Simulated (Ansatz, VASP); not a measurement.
# One calculation of CdS, two programs

```xyz
2
Lattice="0.0000 2.9165 2.9165 2.9165 0.0000 2.9165 2.9165 2.9165 0.0000" Properties=species:S:1:pos:R:3 pbc="T T T"
Cd    0.0000    0.0000    0.0000
S     1.4583    1.4583    1.4583
```

Alike in both runs: task relaxation of cell and atoms; functional LDA; k mesh 8 × 8 × 8; occupations gaussian, width 0.02 eV; no spin polarisation.

```csv
,VASP,Ansatz
version,VASP 6.6.1,Ansatz 0.2.0
potentials or method,"VASP PAW LDA potentials, release 64 (Cd, S), cutoff 600 eV","scalar-relativistic, plane waves, PAW"
valence electrons in the cell,18,26
```

|  | VASP | Ansatz | Ansatz less VASP |
| --- | --- | --- | --- |
| gap on the k mesh at the Fermi level, each at its own relaxed structure (eV) | 0.96 | 0.95 | -0.014 |
| relaxed volume (Å³/atom) | 24.02 | 23.84 | -0.180 |
| relaxed length of the cell vector where the two differ most in proportion (Å) | 4.081 | 4.070 | -0.0102 |

LDA's correlation is that of Perdew and Zunger in VASP and of Perdew and Wang (1992) in Ansatz. VASP's potentials hold 18 valence electrons a cell and Ansatz's 26, so a difference there can come from the potentials and not from the codes.
